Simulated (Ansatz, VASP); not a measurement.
# Two plane-wave programs on Sn

```
CELL_PARAMETERS angstrom
2.63391 0.00000 0.00000
-1.31695 2.28103 0.00000
0.00000 0.00000 4.16912
ATOMIC_POSITIONS crystal
Sn 0.33333 0.66667 0.25000
Sn 0.66667 0.33333 0.75000
```

Alike in both runs: task relaxation of cell and atoms; functional PBEsol; k mesh 12 × 12 × 6; occupations gaussian, width 0.1 eV; no spin polarisation.

|  | VASP | Ansatz |
| --- | --- | --- |
| version | VASP 6.6.1 | Ansatz 0.2.0 |
| potentials or method | VASP PAW PBE potentials, release 64 (Sn_d), cutoff 600 eV | scalar-relativistic, plane waves, PAW |
| valence electrons in the cell | 28 | 28 |

|  | VASP | Ansatz | Ansatz less VASP |
| --- | --- | --- | --- |
| gap on the k mesh at the Fermi level, each at its own relaxed structure (eV) | none | none | - |
| relaxed volume (Å³/atom) | 26.08 | 26.18 | +0.103 |
| relaxed cell length with the largest relative difference (Å) | 3.346 | 3.355 | +0.0089 |

VASP's potentials were made for PBE, not for PBEsol. A gap of «none» marks a metal or a gap that the smearing closes.

Noted on VASP's run: the volume moved by over 15 % at a fixed basis, so the end points are rough.
